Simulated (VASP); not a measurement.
# Cs4Ti (F-43m) in VASP: further runs

Runs on Cs4Ti. Level: PBE. Tasks: single point.

Program: VASP 6.6.1. These are calculated values, not measurements. Logs are shortened: lines on timing, memory, paths and dates and some standing lists are left out, and cuts for length are marked.

## (1) The cell of the first run

The structure is cubic, space group F-43m (No. 216). The conventional cell has a = 10.226 Å, b = 10.226 Å, c = 10.226 Å, α = 90.00°, β = 90.00°, γ = 90.00°. Cs (site symmetry 3m) has 6 Cs at 3.53 to 3.70 Å and 3 Ti at 4.23 Å within 4.6 Å. Within 5.6 Å of Ti (site symmetry -43m) lie 12 Cs at 4.23 Å.

The cell was generated, and may not be a known phase.

## (2) Single point, PBE

Contents of INCAR:

```
ALGO = Normal
EDIFF = 1E-6
ENCUT = 520
GGA = PE
ISIF = 2
ISMEAR = 0
LASPH = True
LCHARG = True
LELF = True
LREAL = False
LVHAR = True
LWAVE = False
NBANDS = 32
NELM = 80
PREC = Accurate
SIGMA = 0.1
```

Contents of KPOINTS:

```
k-points
0
Gamma
  4 4 4
```

Contents of POSCAR:

```
Cs4Ti
1.0
    0.0000000000      5.1131045700      5.1131045700
    5.1131045700      0.0000000000      5.1131045700
    5.1131045700      5.1131045700      0.0000000000
Cs Ti
4 1
Direct
    0.1221335000      0.1221335000      0.1221335000
    0.1221335000      0.1221335000      0.6335994900
    0.1221335000      0.6335994900      0.1221335000
    0.6335994900      0.1221335000      0.1221335000
    0.7500000000      0.7500000000      0.7500000000
```

Potentials or basis: VASP PAW PBE potentials, release 64 (Cs_sv, Ti_sv).

Command:

```console
> cat potpaw_PBE.64/Cs_sv/POTCAR potpaw_PBE.64/Ti_sv/POTCAR > POTCAR
> mpirun -np 1 vasp_std > vasp.out
```

OUTCAR:

```text
EDIFF = 1E-6
   ENCUT = 520
   GGA = PE
   ISIF = 2
   ISMEAR = 0
   LASPH = True
   LREAL = False
   NELM = 80
   PREC = Accurate

 ion  position               nearest neighbor table
   1  0.122  0.122  0.122-
   2  0.122  0.122  0.634-
   3  0.122  0.634  0.122-
   4  0.634  0.122  0.122-
   5  0.750  0.750  0.750-

  LATTYP: Found a face centered cubic cell.
 ALAT       =    10.2262091400

  Lattice vectors:

 A1 = (   0.0000000000,   5.1131045700,   5.1131045700)
 A2 = (   5.1131045700,   0.0000000000,   5.1131045700)
 A3 = (   5.1131045700,   5.1131045700,   0.0000000000)

Analysis of symmetry for initial positions (statically):
=====================================================================
 Subroutine PRICEL returns:
 Original cell was already a primitive cell.

 Routine SETGRP: Setting up the symmetry group for a
 face centered cubic supercell.

 Subroutine GETGRP returns: Found 24 space group operations
 (whereof 24 operations were pure point group operations)
 out of a pool of 48 trial point group operations.

The static configuration has the point symmetry T_d .

Analysis of symmetry for dynamics (positions and initial velocities):
=====================================================================
 Subroutine PRICEL returns:
 Original cell was already a primitive cell.

 Routine SETGRP: Setting up the symmetry group for a
 face centered cubic supercell.

 Subroutine GETGRP returns: Found 24 space group operations
 (whereof 24 operations were pure point group operations)
 out of a pool of 48 trial point group operations.

The dynamic configuration has the point symmetry T_d .

 Subroutine INISYM returns: Found 24 space group operations
 (whereof 24 operations are pure point group operations),
 and found     1 'primitive' translations

----------------------------------------------------------------------------------------

                                     Primitive cell

  volume of cell :     267.3524

[... 70 lines left out ...]
   ICHARG =      2    charge: 1-file 2-atom 10-const
   ISPIN  =      1    spin polarized calculation?
   LNONCOLLINEAR =      F non collinear calculations
   LSORBIT =      F    spin-orbit coupling
   LASPH  =      T    aspherical Exc in radial PAW
   ENCUT  =  520.0 eV  38.22 Ry    6.18 a.u.  13.44 13.44 13.44*2*pi/ulx,y,z
   NELM   =     80;   NELMIN=  2; NELMDL= -5     # of ELM steps
   EDIFF  = 0.1E-05   stopping-criterion for ELM
   LREAL  =      F    real-space projection
   EDIFFG = 0.1E-04   stopping-criterion for IOM
   NSW    =      0    number of steps for IOM
   IBRION =     -1    ionic relax: 0-MD 1-quasi-New 2-CG
   NFREE  =      0    steps in history (QN), initial steepest desc. (CG)
   ISIF   =      2    stress and relaxation
   ISYM   =      2    0-nonsym 1-usesym 2-fastsym
   POTIM  = 0.5000    time-step for ionic-motion
   TEBEG  =    0.0;   TEEND  =   0.0 temperature during run
   PSTRESS=    0.0 pullay stress
   NELECT =      48.0000    total number of electrons
   NUPDOWN=      -1.0000    fix difference up-down
   EMIN   =  10.00;   EMAX   =-10.00  energy-range for DOS
   EFERMI =   0.00;   METHOD = LEGACY
   ISMEAR =     0;   SIGMA  =   0.10  broadening in eV -4-tet -1-fermi 0-gaus
   EFERMI_NEDOS =   21; number of points for ismear=-14 and -15
   IALGO  =     38    algorithm
   IMIX   =      4    mixing-type and parameters
     AMIX     =   0.40;   BMIX     =  1.00
     AMIX_MAG =   1.60;   BMIX_MAG =  1.00
  volume/ion in A,a.u.               =      53.47       360.84
  Fermi-wavevector in a.u.,A,eV,Ry     =   0.923550  1.745257 11.605024  0.852945
  Thomas-Fermi vector in A             =   2.049199
   LORBIT       =      0    0 simple, 1 ext, 2 COOP (PROOUT), +10 PAW based schemes
   GGA     = PE    functional components
   LHFCALC =     F    Hartree Fock is set to
   AEXX    =    0.0000 exact exchange contribution
   IVDW    =     0    specifies the selected vdW correction
   LEPSILON=     F    determine dielectric tensor
   LRPA    =     F    only Hartree local field effects (RPA)
 non-spin polarized calculation
 Gauss-broadening in eV      SIGMA  =   0.10
  energy-cutoff  :      520.00
  volume of cell :      267.35
 maximum number of plane-waves:      7239
 NGX is ok and might be reduce to    54
   NGX = 27   NGY = 27   NGZ = 27

 number of electron      48.0000000 magnetization

 Free energy of the ion-electron system (eV)
  ---------------------------------------------------
  ext. energy  EPLUGINS =         0.00000000
  ---------------------------------------------------
  free energy    TOTEN  =        -3.93457451 eV

  energy without entropy =       -3.81451220  energy(sigma->0) =       -3.87454336

 E-fermi :   2.5699     XC(G=0):  -7.5168

 val. band max:        2.5625071010   @ k =   0.5000   0.5000   0.0000
 cond. band min:       2.5839141571   @ k =   0.5000   0.5000   0.0000
 fundamental gap:      0.0214070561
 Fermi energy:         2.5699432022

 k-point     1 :       0.0000    0.0000    0.0000
  band No.  band energies     occupation
      1     -55.0502      2.00000
      2     -31.3104      2.00000
      3     -31.3104      2.00000
      4     -31.3104      2.00000
      5     -21.7209      2.00000
      6     -21.1857      2.00000
[... 269 lines left out ...]
     31       4.0042      0.00000
     32       4.0466      0.00000

------------------------ aborting loop because EDIFF is reached ----------------------------------------

  FORCE on cell =-STRESS in cart. coord.  units (eV):
  Direction    XX          YY          ZZ          XY          YZ          ZX
  --------------------------------------------------------------------------------------
  -------------------------------------------------------------------------------------
  Total        4.3267874      4.3267874      4.3267874     -0.0000000     -0.0000000      0.0000000
  in kB       25.9293794     25.9293794     25.9293794     -0.0000000     -0.0000000      0.0000000
  external PRESSURE =      25.9293794 kB  Pullay stress =       0.0000000 kB

 VOLUME and BASIS-vectors are now :
 -----------------------------------------------------------------------------
  energy-cutoff  :      520.00
  volume of cell :      267.35
      direct lattice vectors                 reciprocal lattice vectors
     0.000000000  5.113104570  5.113104570    -0.097787947  0.097787947  0.097787947
     5.113104570  0.000000000  5.113104570     0.097787947 -0.097787947  0.097787947
     5.113104570  5.113104570  0.000000000     0.097787947  0.097787947 -0.097787947

 POSITION                                       TOTAL-FORCE (eV/Angst)
 -----------------------------------------------------------------------------------
      1.24896      1.24896      1.24896         0.253333      0.253333      0.253333
      3.86414      3.86414      1.24896        -0.253333     -0.253333      0.253333
      3.86414      1.24896      3.86414        -0.253333      0.253333     -0.253333
      1.24896      3.86414      3.86414         0.253333     -0.253333     -0.253333
      7.66966      7.66966      7.66966        -0.000000     -0.000000     -0.000000
 -----------------------------------------------------------------------------------
    total drift:                                0.000058      0.000058      0.000058

  FREE ENERGIE OF THE ION-ELECTRON SYSTEM (eV)
  ---------------------------------------------------
  free  energy   TOTEN  =        -3.9345745115 eV

  energy  without entropy=       -3.8145122009  energy(sigma->0) =       -3.87454336
```

OSZICAR:

```text
N       E                     dE             d eps       ncg     rms          rms(c)
DAV:   1     0.430561452039E+03    0.43056E+03   -0.19878E+04   528   0.127E+03
DAV:   2     0.455599478689E+02   -0.38500E+03   -0.37584E+03   728   0.286E+02
DAV:   3    -0.196076716751E+01   -0.47521E+02   -0.46730E+02   752   0.953E+01
[... 13 lines left out ...]
DAV:  17    -0.393455446820E+01   -0.12524E-04   -0.23400E-05   648   0.214E-02    0.442E-02
DAV:  18    -0.393457557007E+01   -0.21102E-04   -0.72005E-05   672   0.304E-02    0.285E-02
DAV:  19    -0.393457593812E+01   -0.36805E-06   -0.11042E-05   600   0.139E-02    0.148E-02
DAV:  20    -0.393457429550E+01    0.16426E-05   -0.53511E-06   672   0.605E-03    0.446E-03
DAV:  21    -0.393457451153E+01   -0.21603E-06   -0.70413E-07   360   0.322E-03
   1 F= -.39345745E+01 E0= -.38745434E+01  d E =-.120062E+00
```

stdout:

```text
POSCAR found type information on POSCAR CsTi
 POSCAR found :  2 types and       5 ions
 scaLAPACK will be used
 LDA part: xc-table for (Slater+PW92), standard interpolation
 POSCAR, INCAR and KPOINTS ok, starting setup
 FFT: planning ... GRIDC
 FFT: planning ... GRID_SOFT
 FFT: planning ... GRID
 WAVECAR not read
 entering main loop
```

It took 69 s on 1 thread of AMD EPYC 9R45 (Zen 5), shared host; peak memory 0.38 GiB.

What came out:

- Free energy: -3.9346 eV
- Pressure: 2.6 GPa
- Largest force: 0.439 eV/Å
- Band gap on the k mesh: zero (bands 24 and 25 overlap by 0.23 eV)

Forces in eV/Å, atoms in the order of the input:
```
Cs   0.253  0.253  0.253
Cs  -0.253 -0.253  0.253
Cs  -0.253  0.253 -0.253
Cs   0.253 -0.253 -0.253
Ti   0.000  0.000  0.000
```

Caveat: spin-orbit coupling is left out, which moves the levels of the heavy elements.

## (3) Single point, PBE, collinear spin

This run uses another cell than the first one, of 106.90 Å³/atom.

Contents of INCAR:

```
SYSTEM = Cs4Ti
ALGO     = Normal         ! electronic algorithm
EDIFF    = 1E-6           ! SCF threshold, eV
ENCUT    = 520            ! plane-wave cutoff, eV
GGA      = PE             ! functional
ISIF     = 2              ! what is computed and relaxed
ISMEAR   = 0              ! smearing method
ISPIN    = 2              ! spin polarisation
LASPH    = .True.         ! aspherical terms in the spheres
LCHARG   = .False.        ! write CHGCAR
LMAXMIX  = 4              ! l up to which the mixer works
LORBIT   = 11             ! projections on sites
LREAL    = .False.        ! projectors in reciprocal space
LWAVE    = .False.        ! write WAVECAR
MAGMOM   = 0 0 0 0 1      ! initial moments
NBANDS   = 36             ! bands
NELM     = 150            ! most SCF steps
PREC     = Accurate       ! precision mode
SIGMA    = 0.1            ! smearing width, eV
```

Contents of KPOINTS:

```
k-points
0
Gamma
  4 4 4
  0 0 0
```

Contents of POSCAR:

```
Cs4Ti
1.0
    0.0000000000      6.4412228500      6.4412228500
    6.4412228500      0.0000000000      6.4412228500
    6.4412228500      6.4412228500      0.0000000000
Cs Ti
4 1
Direct
    0.8763484393      0.3709546821      0.8763484393
    0.8763484393      0.8763484393      0.8763484393
    0.3709546821      0.8763484393      0.8763484393
    0.8763484393      0.8763484393      0.3709546821
    0.2500000000      0.2500000000      0.2500000000
```

Potentials or basis: VASP PAW PBE potentials, release 64 (Cs_sv, Ti_sv).

Command:

```console
> cat potpaw_PBE.64/Cs_sv/POTCAR potpaw_PBE.64/Ti_sv/POTCAR > POTCAR
> mpirun -np 1 vasp_std > vasp.out
```

Run time: 8 min. Hardware: 1 thread of AMD EPYC 9R45 (Zen 5), shared host; peak memory 1.1 GiB.

Results (log left out):

```
Free energy                                           : -6.4094 eV
Pressure                                              : 0.1 GPa
Net moment                                            : 3.23 μB per cell
Site moments                                          : Cs +0.00; Ti +2.04 μB
Valence electrons inside the program's atomic spheres : Cs 6.55; Ti 10.14
```

Levels at points of the mesh, in eV from the Fermi level:
Spin up:
```
           k point  band 21  band 22  band 23  band 24  band 25  band 26  band 27  band 28  band 29  band 30
(0.00, 0.00, 0.00)    -2.16    -0.62    -0.27    -0.27    -0.27     0.31     0.31     0.31     0.48     0.48
(0.50, 0.00, 0.00)    -1.75    -0.99    -0.31    -0.25    -0.25     0.27     0.34     0.34     0.47     0.47
(0.50, 0.50, 0.00)    -1.67    -0.66    -0.24    -0.24    -0.24    -0.24     0.15     0.15     0.47     0.56
```
Spin down:
```csv
k point,band 18,band 19,band 20,band 21,band 22,band 23,band 24,band 25,band 26,band 27
"(0.00, 0.00, 0.00)",-10.69,-10.69,-10.69,-1.83,-0.52,0.54,0.54,0.54,0.61,0.61
"(0.50, 0.00, 0.00)",-10.75,-10.70,-10.70,-1.21,-0.88,0.25,0.58,0.58,0.73,0.90
"(0.50, 0.50, 0.00)",-10.84,-10.71,-10.71,-1.06,-0.49,-0.20,0.41,0.41,0.61,1.01
```

Caveat: spin-orbit coupling is left out, which moves the levels of the heavy elements.

The gap in the log of VASP goes by the Fermi energy; the results here count the filled bands.